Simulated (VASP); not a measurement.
# Zn in VASP: single point with PBE

Aim: the single point of Zn with PBE.

Everything below comes from runs of VASP 6.6.1. Logs are shortened: lines on timing, memory, paths and dates and some standing lists are left out, and cuts for length are marked.

## 1. The cell of the first run

The cell holds a slab with vacuum, 6 atoms: a = 2.636 Å, b = 5.093 Å, c = 21.326 Å, α = 90.00°, β = 90.00°, γ = 90.00°.

## 2. Single point, PBE

File POSCAR:

```
Zn
1.0
    2.6358129023      0.0000000000      0.0000000000
    0.0000000000      5.0929172529      0.0000000000
    0.0000000000      0.0000000000     21.3263000000
Zn
6
Direct
    0.7500000000      0.7500000000      0.3751247165
    0.2500000000      0.2500000000      0.4108033692
    0.2500000000      0.7500000000      0.4821606737
    0.7500000000      0.2500000000      0.5178393263
    0.7500000000      0.7500000000      0.5891966308
    0.2500000000      0.2500000000      0.6248752835
```

File INCAR.step1:

```
SYSTEM = Zn
  ALGO = Normal
  DIPOL = 0.5 0.5 0.500
  EDIFF = 1E-6
  ENCUT = 520
  GGA = PE
  IDIPOL = 3
  ISIF = 2
  ISMEAR = -1
  LASPH = .TRUE.
  LCHARG = .TRUE.
  LDIPOL = .TRUE.
  LREAL = .FALSE.
  LWAVE = .FALSE.
  NBANDS = 45
  NELM = 80
  PREC = Accurate
  SIGMA = 0.1
```

File KPOINTS.step1:

```
k-points
0
G
  14 7 1
  0 0 0
```

File INCAR.step2:

```
SYSTEM = Zn
  ALGO = Normal
  DIPOL = 0.5 0.5 0.500
  EDIFF = 1E-6
  ENCUT = 520
  GGA = PE
  ICHARG = 11
  IDIPOL = 3
  ISIF = 2
  ISMEAR = -5
  LASPH = .TRUE.
  LCHARG = .FALSE.
  LDIPOL = .TRUE.
  LORBIT = 11
  LREAL = .FALSE.
  LWAVE = .FALSE.
  NEDOS = 2001
  NELM = 80
  PREC = Accurate
  SIGMA = 0.1
```

File KPOINTS.step2:

```
k-points
0
G
  21 11 1
  0 0 0
```

Potentials or basis: VASP PAW PBE potentials, release 64 (Zn).

Launch:

```console
$ cat potpaw_PBE.64/Zn/POTCAR > POTCAR
$ cp INCAR.step1 INCAR
$ cp KPOINTS.step1 KPOINTS
$ mpirun -np 1 vasp_std > vasp.out
$ cp INCAR.step2 INCAR
$ cp KPOINTS.step2 KPOINTS
$ mpirun -np 1 vasp_std > vasp.out
```

OUTCAR:

```text
SYSTEM = Zn
   EDIFF = 1E-6
   ENCUT = 520
   GGA = PE
   ICHARG = 11
   ISIF = 2
   ISMEAR = -5
   LASPH = .TRUE.
   LORBIT = 11
   LREAL = .FALSE.
   NELM = 80
   PREC = Accurate

 ion  position               nearest neighbor table
   1  0.750  0.750  0.375-   3 2.64   3 2.64   2 2.97   2 2.97   2 2.97   2 2.97
   2  0.250  0.250  0.411-   4 2.64   4 2.64   3 2.97   3 2.97   1 2.97   1 2.97   1 2.97   1 2.97

   3  0.250  0.750  0.482-   5 2.64   5 2.64   1 2.64   1 2.64   2 2.97   2 2.97   4 2.97   4 2.97
                             4 2.97   4 2.97
   4  0.750  0.250  0.518-   2 2.64   2 2.64   6 2.64   6 2.64   5 2.97   5 2.97   3 2.97   3 2.97
                             3 2.97   3 2.97
   5  0.750  0.750  0.589-   3 2.64   3 2.64   4 2.97   4 2.97   6 2.97   6 2.97   6 2.97   6 2.97

   6  0.250  0.250  0.625-   4 2.64   4 2.64   5 2.97   5 2.97   5 2.97   5 2.97

  LATTYP: Found a simple orthorhombic cell.
 ALAT       =     2.6358129023
 B/A-ratio  =     1.9321998342
 C/A-ratio  =     8.0909764048

  Lattice vectors:

 A1 = (   2.6358129023,   0.0000000000,   0.0000000000)
 A2 = (   0.0000000000,   5.0929172529,   0.0000000000)
 A3 = (   0.0000000000,   0.0000000000,  21.3263000000)

Analysis of symmetry for initial positions (statically):
=====================================================================
 Subroutine PRICEL returns:
 Original cell was already a primitive cell.

 Routine SETGRP: Setting up the symmetry group for a
 simple orthorhombic supercell.

 Subroutine GETGRP returns: Found  8 space group operations
 (whereof  2 operations were pure point group operations)
 out of a pool of  8 trial point group operations.

The static configuration has the point symmetry S_2 .
 The point group associated with its full space group is D_2h.

Analysis of symmetry for dynamics (positions and initial velocities):
=====================================================================
 Subroutine PRICEL returns:
 Original cell was already a primitive cell.

 Routine SETGRP: Setting up the symmetry group for a
 simple orthorhombic supercell.

 Subroutine GETGRP returns: Found  8 space group operations
 (whereof  2 operations were pure point group operations)
 out of a pool of  8 trial point group operations.

The dynamic configuration has the point symmetry S_2 .
 The point group associated with its full space group is D_2h.

 Subroutine INISYM returns: Found  8 space group operations
 (whereof  2 operations are pure point group operations),
[... 124 lines left out ...]
   IMIX   =      4    mixing-type and parameters
     AMIX     =   0.40;   BMIX     =  1.00
     AMIX_MAG =   1.60;   BMIX_MAG =  1.00
  volume/ion in A,a.u.               =      47.71       321.99
  Fermi-wavevector in a.u.,A,eV,Ry     =   1.033364  1.952775 14.528867  1.067842
  Thomas-Fermi vector in A             =   2.167607
   LORBIT       =     11    0 simple, 1 ext, 2 COOP (PROOUT), +10 PAW based schemes
   GGA     = PE    functional components
   LHFCALC =     F    Hartree Fock is set to
   AEXX    =    0.0000 exact exchange contribution
   IVDW    =     0    specifies the selected vdW correction
   LEPSILON=     F    determine dielectric tensor
   LRPA    =     F    only Hartree local field effects (RPA)
 non-spin polarized calculation
 Fermi weights with tetrahedron method with Bloechl corrections
  energy-cutoff  :      520.00
  volume of cell :      286.28
 maximum number of plane-waves:      7765
 NGX is ok and might be reduce to    20

 number of electron      71.9999982 magnetization

 dipolmoment           0.000000      0.000000     -0.000000 electrons x Angstroem

 Free energy of the ion-electron system (eV)
  ---------------------------------------------------
  ext. energy  EPLUGINS =         0.00000000
  ---------------------------------------------------
  free energy    TOTEN  =        -5.31333076 eV

  energy without entropy =       -5.31333076  energy(sigma->0) =       -5.31333076

 E-fermi :  -1.9618     XC(G=0):  -4.5547

 val. band max:       -2.0405976671   @ k =   0.0952   0.4545   0.0000
 cond. band min:      -2.0456647252   @ k =   0.0476   0.1818   0.0000
 fundamental gap:     -0.0050670581
 Fermi energy:        -1.9618174916

 k-point     1 :       0.0000    0.0000    0.0000
  band No.  band energies     occupation
      1     -11.5384      2.00000
      2     -10.2654      2.00000
      3     -10.0537      2.00000
      4     -10.0510      2.00000
      5     -10.0113      2.00000
      6      -9.8136      2.00000
[... 1093 lines left out ...]
     42       1.9078      0.00000
     43       2.2018      0.00000

 [... further k-points ...]

------------------------ aborting loop because EDIFF is reached ----------------------------------------

 vacuum level on the upper side and lower side of the slab       (xc-potential included)        -0.012        -0.012

  FORCE on cell =-STRESS in cart. coord.  units (eV):
  Direction    XX          YY          ZZ          XY          YZ          ZX
  --------------------------------------------------------------------------------------
  -------------------------------------------------------------------------------------
  Total       -2.0614554     -2.9805105      2.6751138     -0.0000000      0.0000000      0.0000000
  in kB      -11.5368650    -16.6803255     14.9711835     -0.0000000      0.0000000      0.0000000
  external PRESSURE =      -4.4153356 kB  Pullay stress =       0.0000000 kB

 VOLUME and BASIS-vectors are now :
 -----------------------------------------------------------------------------
  energy-cutoff  :      520.00
  volume of cell :      286.28
      direct lattice vectors                 reciprocal lattice vectors
     2.635812902  0.000000000  0.000000000     0.379389599  0.000000000  0.000000000
     0.000000000  5.092917253  0.000000000     0.000000000  0.196351119  0.000000000
     0.000000000  0.000000000 21.326300000     0.000000000  0.000000000  0.046890459

 POSITION                                       TOTAL-FORCE (eV/Angst)
 -----------------------------------------------------------------------------------
      1.97686      3.81969      8.00002        -0.000000     -0.000000     -0.090590
      0.65895      1.27323      8.76092        -0.000000     -0.000000     -0.512309
      0.65895      3.81969     10.28270         0.000000      0.000000      0.201916
      1.97686      1.27323     11.04360        -0.000000      0.000000     -0.201916
      1.97686      3.81969     12.56538        -0.000000     -0.000000      0.512309
      0.65895      1.27323     13.32628         0.000000     -0.000000      0.090590
 -----------------------------------------------------------------------------------
    total drift:                               -0.000000     -0.000000     -0.000000

  FREE ENERGIE OF THE ION-ELECTRON SYSTEM (eV)
  ---------------------------------------------------
  free  energy   TOTEN  =        -5.3133307643 eV

  energy  without entropy=       -5.3133307643  energy(sigma->0) =       -5.31333076

 vacuum level on the upper side and lower side of the slab         2.354         2.354

 total charge

# of ion       s       p       d       tot
------------------------------------------
    1        0.620   0.338   9.720  10.678
    2        0.624   0.359   9.721  10.705
    3        0.636   0.415   9.725  10.776
    4        0.636   0.415   9.725  10.776
    5        0.624   0.359   9.721  10.705
    6        0.620   0.338   9.720  10.678
--------------------------------------------------
tot          3.761   2.225  58.332  64.319
```

It took 29 min on 1 thread of Intel Xeon 8259CL, shared host; peak memory 0.71 GiB.

Results:

- Valence electrons inside the program's atomic spheres: Zn 10.68, 10.71, 10.78 (each value once)
